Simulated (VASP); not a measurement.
Here is a VASP 6.6.1 calculation.

Contents of INCAR:

```
SYSTEM = I
ALGO     = Normal         ! electronic algorithm
EDIFF    = 1E-6           ! SCF threshold, eV
ENCUT    = 500            ! plane-wave cutoff, eV
GGA      = PE             ! functional
GGA_COMPAT= .FALSE.      
ISIF     = 2              ! what is computed and relaxed
ISMEAR   = -1             ! smearing method
LASPH    = .TRUE.         ! aspherical terms in the spheres
LCHARG   = .FALSE.        ! write CHGCAR
LREAL    = .FALSE.        ! projectors in reciprocal space
LWAVE    = .FALSE.        ! write WAVECAR
NBANDS   = 10             ! bands
NELM     = 120            ! most SCF steps
PREC     = Accurate       ! precision mode
SIGMA    = 0.05           ! smearing width, eV
```

File KPOINTS:

```
k-points
0
G
  17 17 17
  0 0 0
```

POSCAR

```
I
1.0
   -1.6265088958      1.6265088958      1.6265088958
    1.6265088958     -1.6265088958      1.6265088958
    1.6265088958      1.6265088958     -1.6265088958
I
1
Direct
    0.0000000000      0.0000000000      0.0000000000
```

Potentials or basis: VASP PAW PBE potentials, release 64 (I).

Launch:

```sh
$ cat potpaw_PBE.64/I/POTCAR > POTCAR
$ mpirun -np 1 vasp_std > vasp.out
```

Question: What does it give for the pressure?

Answer: 109.6 GPa.

Question: Estimate the band gap on the k mesh.

Answer: Zero (an odd number of electrons rules out a gap without spin polarisation).

Caveat: the cell stands under pressure; spin-orbit coupling is left out, which moves the levels of the heavy elements; an odd number of electrons without spin polarisation forces a metal; a magnetic or distorted state may lie lower.
